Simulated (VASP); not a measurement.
Write the native input for VASP 6.6.1 that does the following.

```yaml
Task: single point
Functional: PBE
Potentials_or_basis: VASP PAW PBE potentials, release 64 (Pt, H)
Cutoff: 520 eV
k_mesh: 6 × 6 × 1
Occupations: gaussian, width 0.1 eV
Spin: no spin polarisation
Dipole_correction: yes
Further_INCAR_settings: ALGO = Normal; EDIFF = 1e-06; NBANDS = 72
```

The structure of HPt12 lies in POSCAR:

```
HPt12
1.0
    5.6143281343      0.0000000000      0.0000000000
   -2.8071640672      4.8621507895      0.0000000000
    0.0000000000      0.0000000000     20.1192653717
Pt H
12 1
Direct
    0.3333333333      0.1666666667      0.1988144162
    0.3333333333      0.6666666666      0.1988144162
    0.8333333333      0.1666666667      0.1988144162
    0.8333333333      0.6666666667      0.1988144162
    0.1666666667      0.3333333334      0.3136150014
    0.1666666667      0.8333333334      0.3136150014
    0.6666666667      0.3333333334      0.3136150014
    0.6666666667      0.8333333333      0.3136150014
    0.0000000000      0.0000000000      0.4284085533
    0.0000000000      0.5000000000      0.4284085533
    0.5000000000      0.0000000000      0.4284085533
    0.5000000000      0.5000000000      0.4284085533
    0.1666666667      0.0833333334      0.4962529442
```

One way to write it, as run:

INCAR

```
ALGO = Normal
DIPOL = 0.5 0.5 0.328
EDIFF = 1E-6
ENCUT = 520
GGA = PE
IDIPOL = 3
ISIF = 2
ISMEAR = 0
LASPH = True
LCHARG = False
LDIPOL = True
LREAL = False
LWAVE = False
NBANDS = 72
NELM = 80
PREC = Accurate
SIGMA = 0.1
```

KPOINTS

```
k-points
0
Gamma
  6 6 1
```

Potentials or basis: VASP PAW PBE potentials, release 64 (Pt, H).

Command:

```bash
$ cat potpaw_PBE.64/Pt/POTCAR potpaw_PBE.64/H/POTCAR > POTCAR
$ mpirun -np 1 vasp_std > vasp.out
```

It gave:

```
Largest force          : 0.340 eV/Å
Band gap on the k mesh : zero (an odd number of electrons rules out a gap without spin polarisation)
```

Caveat: spin-orbit coupling is left out, which moves the levels of the heavy elements.

Run time: 23 min on 1 thread of Intel(R) Xeon(R) Platinum 8375C CPU @ 2.90GHz (Ice Lake) (shared host), peak memory 0.8 GiB.
